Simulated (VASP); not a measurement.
# GeW (Fm-3m) in VASP: a series of runs, part 2 of 2

VASP 6.6.1. Earlier steps stand in the parts before.

## Step 5: Single point, PBE

The input, INCAR:

```
SYSTEM = GeW
PREC     = Accurate       ! precision mode
ENCUT    = 520            ! plane-wave cutoff, eV
EDIFF    = 1E-6           ! SCF threshold, eV
ISMEAR   = 0              ! smearing method
SIGMA    = 0.022          ! smearing width, eV
LREAL    = .False.        ! projectors in reciprocal space
LASPH    = .True.         ! aspherical terms in the spheres
NELM     = 80             ! most SCF steps
ALGO     = Normal         ! electronic algorithm
ISIF     = 2              ! what is computed and relaxed
LWAVE    = .False.        ! write WAVECAR
LCHARG   = .False.        ! write CHGCAR
GGA      = PE             ! functional
NBANDS   = 21             ! bands
```

The input, KPOINTS:

```
Automatic mesh
0
Gamma
  9 9 9
  0 0 0
```

The input, POSCAR:

```
GeW
1.0
    0.0000000000      2.5776100000      2.5776100000
    2.5776100000      0.0000000000      2.5776100000
    2.5776100000      2.5776100000      0.0000000000
Ge W
1 1
Direct
    0.5000000000      0.5000000000      0.5000000000
    0.0000000000      0.0000000000      0.0000000000
```

Started as:

```console
$ cat potpaw_PBE.64/Ge_d/POTCAR potpaw_PBE.64/W_sv/POTCAR > POTCAR
$ mpirun -np 1 vasp_std > vasp.out
```

Wall time 12 s (1 thread of Intel Xeon 6975P-C (Granite Rapids), shared host); peak memory 0.17 GiB.

Results (log left out):

| Quantity | Value |
| --- | --- |
| Free energy | -15.7031 eV |
| Pressure | 0.4 GPa |
| Band gap on the k mesh | zero (bands 14 and 15 overlap by 1.71 eV) |

Levels at points of the mesh, in eV from the Fermi level:
| k point | band 11 | band 12 | band 13 | band 14 | band 15 | band 16 | band 17 | band 18 |
| --- | --- | --- | --- | --- | --- | --- | --- | --- |
| (0.00, 0.00, 0.00) | -1.60 | -1.60 | -1.60 | -0.86 | -0.86 | 2.45 | 2.45 | 2.45 |

Caveat: spin-orbit coupling is left out, which moves the levels of the heavy elements.

## Step 6: Single point, PBE

The input, INCAR:

```
PREC = Accurate
ENCUT = 520
EDIFF = 1E-6
ISMEAR = 0
SIGMA = 0.023
LREAL = False
LASPH = True
NELM = 60
ALGO = Normal
ISIF = 2
LWAVE = False
LCHARG = False
GGA = PE
NBANDS = 21
```

The input, KPOINTS:

```
regular mesh
0
Gamma
  9 9 9
```

POSCAR is that of step 5.

Potentials or basis: VASP PAW PBE potentials, release 64 (Ge_d, W_sv).

Started as:

```console
$ cat potpaw_PBE.64/Ge_d/POTCAR potpaw_PBE.64/W_sv/POTCAR > POTCAR
$ mpirun -np 1 vasp_std > vasp.out
```

OUTCAR:

```text
PREC = Accurate
   ENCUT = 520
   EDIFF = 1E-6
   ISMEAR = 0
   LREAL = False
   LASPH = True
   NELM = 60
   ISIF = 2
   GGA = PE

 ion  position               nearest neighbor table
   1  0.500  0.500  0.500-   2 2.58   2 2.58   2 2.58   2 2.58   2 2.58   2 2.58
   2  0.000  0.000  0.000-   1 2.58   1 2.58   1 2.58   1 2.58   1 2.58   1 2.58

  LATTYP: Found a face centered cubic cell.
 ALAT       =     5.1552200000

  Lattice vectors:

 A1 = (   0.0000000000,   2.5776100000,   2.5776100000)
 A2 = (   2.5776100000,   0.0000000000,   2.5776100000)
 A3 = (   2.5776100000,   2.5776100000,   0.0000000000)

Analysis of symmetry for initial positions (statically):
=====================================================================
 Subroutine PRICEL returns:
 Original cell was already a primitive cell.

 Routine SETGRP: Setting up the symmetry group for a
 face centered cubic supercell.

 Subroutine GETGRP returns: Found 48 space group operations
 (whereof 48 operations were pure point group operations)
 out of a pool of 48 trial point group operations.

The static configuration has the point symmetry O_h .

Analysis of symmetry for dynamics (positions and initial velocities):
=====================================================================
 Subroutine PRICEL returns:
 Original cell was already a primitive cell.

 Routine SETGRP: Setting up the symmetry group for a
 face centered cubic supercell.

 Subroutine GETGRP returns: Found 48 space group operations
 (whereof 48 operations were pure point group operations)
 out of a pool of 48 trial point group operations.

The dynamic configuration has the point symmetry O_h .

 Subroutine INISYM returns: Found 48 space group operations
 (whereof 48 operations are pure point group operations),
 and found     1 'primitive' translations

----------------------------------------------------------------------------------------

                                     Primitive cell

  volume of cell :      34.2517

  direct lattice vectors                    reciprocal lattice vectors
     0.000000000  2.577610000  2.577610000    -0.193978143  0.193978143  0.193978143
     2.577610000  0.000000000  2.577610000     0.193978143 -0.193978143  0.193978143
     2.577610000  2.577610000  0.000000000     0.193978143  0.193978143 -0.193978143

  length of vectors
     3.645291021  3.645291021  3.645291021     0.335979998  0.335979998  0.335979998

  position of ions in fractional coordinates (direct lattice)
     0.500000000  0.500000000  0.500000000
     0.000000000  0.000000000  0.000000000

  ion indices of the primitive-cell ions
   primitive index   ion index
                 1           1
                 2           2

----------------------------------------------------------------------------------------

 KPOINTS: regular mesh

Automatic generation of k-mesh.
 Grid dimensions read from file:
 generate k-points for:    9    9    9

 Generating k-lattice:

  Cartesian coordinates                     Fractional coordinates (reciprocal lattice)
    -0.021553127  0.021553127  0.021553127     0.111111111  0.000000000  0.000000000
     0.021553127 -0.021553127  0.021553127     0.000000000  0.111111111  0.000000000
     0.021553127  0.021553127 -0.021553127     0.000000000  0.000000000  0.111111111

  Length of vectors
     0.037331111  0.037331111  0.037331111

  Shift w.r.t. Gamma in fractional coordinates (k-lattice)
     0.000000000  0.000000000  0.000000000

 Subroutine IBZKPT returns following result:
 ===========================================

 Found     35 irreducible k-points:

 Following reciprocal coordinates:
            Coordinates               Weight
  0.000000  0.000000  0.000000      1.000000
  0.111111  0.000000  0.000000      8.000000
  0.222222  0.000000  0.000000      8.000000
  0.333333  0.000000  0.000000      8.000000
  0.444444  0.000000  0.000000      8.000000
  0.111111  0.111111  0.000000      6.000000
[... 16 lines left out ...]
 -0.333333  0.333333  0.000000     12.000000
  0.444444  0.444444  0.000000      6.000000
 [... further k-points ...]
   k-points           NKPTS =     35   k-points in BZ     NKDIM =     35   number of bands    NBANDS=     21
   number of dos      NEDOS =    301   number of ions     NIONS =      2
   total plane-waves  NPLWV =  21952
   dimension x,y,z NGX =    28 NGY =   28 NGZ =   28
   dimension x,y,z NGXF=    56 NGYF=   56 NGZF=   56
   ions per type =               1   1
   NGX,Y,Z   is equivalent  to a cutoff of  12.77, 12.77, 12.77 a.u.
   NGXF,Y,Z  is equivalent  to a cutoff of  25.54, 25.54, 25.54 a.u.
 SYSTEM =  unknown system
   PREC   = accura    normal or accurate (medium, high low for compatibility)
   ISTART =      0    job   : 0-new  1-cont  2-samecut
   ICHARG =      2    charge: 1-file 2-atom 10-const
   ISPIN  =      1    spin polarized calculation?
   LNONCOLLINEAR =      F non collinear calculations
   LSORBIT =      F    spin-orbit coupling
   LASPH  =      T    aspherical Exc in radial PAW
   ENCUT  =  520.0 eV  38.22 Ry    6.18 a.u.   6.78  6.78  6.78*2*pi/ulx,y,z
   NELM   =     60;   NELMIN=  2; NELMDL= -5     # of ELM steps
   EDIFF  = 0.1E-05   stopping-criterion for ELM
   LREAL  =      F    real-space projection
   EDIFFG = 0.1E-04   stopping-criterion for IOM
   NSW    =      0    number of steps for IOM
   IBRION =     -1    ionic relax: 0-MD 1-quasi-New 2-CG
   NFREE  =      0    steps in history (QN), initial steepest desc. (CG)
   ISIF   =      2    stress and relaxation
   ISYM   =      2    0-nonsym 1-usesym 2-fastsym
   POTIM  = 0.5000    time-step for ionic-motion
   TEBEG  =    0.0;   TEEND  =   0.0 temperature during run
   PSTRESS=    0.0 pullay stress
   NELECT =      28.0000    total number of electrons
   NUPDOWN=      -1.0000    fix difference up-down
   EMIN   =  10.00;   EMAX   =-10.00  energy-range for DOS
   EFERMI =   0.00;   METHOD = LEGACY
   ISMEAR =     0;   SIGMA  =   0.02  broadening in eV -4-tet -1-fermi 0-gaus
   EFERMI_NEDOS =   21; number of points for ismear=-14 and -15
   IALGO  =     38    algorithm
   IMIX   =      4    mixing-type and parameters
     AMIX     =   0.40;   BMIX     =  1.00
     AMIX_MAG =   1.60;   BMIX_MAG =  1.00
  volume/ion in A,a.u.               =      17.13       115.57
  Fermi-wavevector in a.u.,A,eV,Ry     =   1.530736  2.892672 31.880529  2.343153
  Thomas-Fermi vector in A             =   2.638178
   LORBIT       =      0    0 simple, 1 ext, 2 COOP (PROOUT), +10 PAW based schemes
   GGA     = PE    functional components
   LHFCALC =     F    Hartree Fock is set to
   AEXX    =    0.0000 exact exchange contribution
   IVDW    =     0    specifies the selected vdW correction
   LEPSILON=     F    determine dielectric tensor
   LRPA    =     F    only Hartree local field effects (RPA)
 non-spin polarized calculation
 Gauss-broadening in eV      SIGMA  =   0.02
  energy-cutoff  :      520.00
  volume of cell :       34.25
 maximum number of plane-waves:       944
   NGX = 13   NGY = 13   NGZ = 13

 number of electron      27.9999991 magnetization

 Free energy of the ion-electron system (eV)
  ---------------------------------------------------
  ext. energy  EPLUGINS =         0.00000000
  ---------------------------------------------------
  free energy    TOTEN  =       -15.70315006 eV

  energy without entropy =      -15.70219432  energy(sigma->0) =      -15.70267219

 E-fermi :   9.0384     XC(G=0): -12.4198

 val. band max:        9.0200175102   @ k =  -0.3333   0.3333   0.1111
 cond. band min:       9.0527781449   @ k =   0.3333   0.1111   0.0000
 fundamental gap:      0.0327606346
 Fermi energy:         9.0383809982

 k-point     1 :       0.0000    0.0000    0.0000
  band No.  band energies     occupation
      1     -65.4576      2.00000
      2     -29.6427      2.00000
      3     -29.6427      2.00000
      4     -29.6427      2.00000
      5     -15.3956      2.00000
      6     -15.3956      2.00000
[... 13 lines left out ...]
     20      17.2748      0.00000
     21      24.2009      0.00000

 k-point     2 :       0.1111    0.0000    0.0000
  band No.  band energies     occupation
      1     -65.4571      2.00000
      2     -29.6547      2.00000
      3     -29.6449      2.00000
      4     -29.6449      2.00000
      5     -15.3913      2.00000
      6     -15.3913      2.00000
[... 13 lines left out ...]
     20      17.7259      0.00000
     21      21.9208      0.00000
[... 487 lines left out ...]
      5     -15.3817      2.00000
      6     -15.3631      2.00000
[... 13 lines left out ...]
     20      20.0369      0.00000
     21      20.5029      0.00000

 k-point    24 :       0.4444    0.4444    0.0000
  band No.  band energies     occupation
      1     -65.4535      2.00000
      2     -29.7305      2.00000
      3     -29.6787      2.00000
      4     -29.6787      2.00000
      5     -15.3888      2.00000
      6     -15.3843      2.00000
[... 13 lines left out ...]
     20      20.8863      0.00000
     21      23.8882      0.00000

 [... further k-points ...]
[... 5 lines left out ...]
  --------------------------------------------------------------------------------------
  -------------------------------------------------------------------------------------
  Total        0.0882562      0.0882562      0.0882562      0.0000000     -0.0000000      0.0000000
  in kB        4.1283299      4.1283299      4.1283299      0.0000000     -0.0000000      0.0000000
  external PRESSURE =       4.1283299 kB  Pullay stress =       0.0000000 kB

 VOLUME and BASIS-vectors are now :
 -----------------------------------------------------------------------------
  energy-cutoff  :      520.00
  volume of cell :       34.25
      direct lattice vectors                 reciprocal lattice vectors
     0.000000000  2.577610000  2.577610000    -0.193978143  0.193978143  0.193978143
     2.577610000  0.000000000  2.577610000     0.193978143 -0.193978143  0.193978143
     2.577610000  2.577610000  0.000000000     0.193978143  0.193978143 -0.193978143

 POSITION                                       TOTAL-FORCE (eV/Angst)
 -----------------------------------------------------------------------------------
      2.57761      2.57761      2.57761         0.000000     -0.000000     -0.000000
      0.00000      0.00000      0.00000        -0.000000      0.000000      0.000000
 -----------------------------------------------------------------------------------
    total drift:                                0.000000      0.000000      0.000000

  FREE ENERGIE OF THE ION-ELECTRON SYSTEM (eV)
  ---------------------------------------------------
  free  energy   TOTEN  =       -15.7031500621 eV

  energy  without entropy=      -15.7021943158  energy(sigma->0) =      -15.70267219
```

OSZICAR:

```text
N       E                     dE             d eps       ncg     rms          rms(c)
DAV:   1     0.219483494127E+03    0.21948E+03   -0.14099E+04  1762   0.302E+03
DAV:   2     0.387398204780E+01   -0.21561E+03   -0.20874E+03  1500   0.633E+02
DAV:   3    -0.162894837468E+02   -0.20163E+02   -0.19858E+02  1695   0.124E+02
DAV:   4    -0.167435145307E+02   -0.45403E+00   -0.45310E+00  1625   0.186E+01
DAV:   5    -0.167494816942E+02   -0.59672E-02   -0.59669E-02  1721   0.256E+00    0.170E+01
DAV:   6    -0.157401303012E+02    0.10094E+01   -0.25568E+00  1804   0.126E+01    0.428E+00
DAV:   7    -0.157124590096E+02    0.27671E-01   -0.83550E-02  1838   0.375E+00    0.218E+00
DAV:   8    -0.157038357796E+02    0.86232E-02   -0.20368E-02  1880   0.213E+00    0.204E-01
DAV:   9    -0.157031488036E+02    0.68698E-03   -0.31783E-03  1678   0.986E-01    0.882E-02
DAV:  10    -0.157031563197E+02   -0.75161E-05   -0.14020E-04  1689   0.122E-01    0.444E-02
DAV:  11    -0.157031500942E+02    0.62255E-05   -0.16767E-05  1888   0.452E-02    0.121E-02
DAV:  12    -0.157031500621E+02    0.32172E-07   -0.15572E-06  1167   0.136E-02
   1 F= -.15703150E+02 E0= -.15702672E+02  d E =-.955746E-03
```

It took 12 s on 1 thread of Intel Xeon 6975P-C (Granite Rapids), shared host; peak memory 0.17 GiB.

What came out:

```
Free energy            : -15.7032 eV
Pressure               : 0.4 GPa
Band gap on the k mesh : zero (bands 14 and 15 overlap by 1.71 eV)
```

Levels at points of the mesh, in eV from the Fermi level:
| k point | band 12 | band 13 | band 14 | band 15 | band 16 | band 17 |
| --- | --- | --- | --- | --- | --- | --- |
| (0.00, 0.00, 0.00) | -1.60 | -1.60 | -0.86 | -0.86 | 2.45 | 2.45 |

Caveat: spin-orbit coupling is left out, which moves the levels of the heavy elements.

## Step 7: The runs side by side

| smearing | gap on the mesh (eV) | pressure (GPa) |
| --- | --- | --- |
| gaussian 0.019 eV | none | 0.4 |
| gaussian 0.02 eV | none | 0.4 |
| gaussian 0.021 eV | none | 0.4 |
| gaussian 0.022 eV | none | 0.4 |
| gaussian 0.023 eV | none | 0.4 |

Alike in all rows: task single point; level PBE; potentials or basis VASP PAW PBE potentials, release 64 (Ge_d, W_sv); no spin polarisation; cell as given; k mesh 9 × 9 × 9; cutoff (eV) 520.

Caveats: spin-orbit coupling is left out, which moves the levels of the heavy elements.

Absolute energies hang on the potentials; compare differences alone.
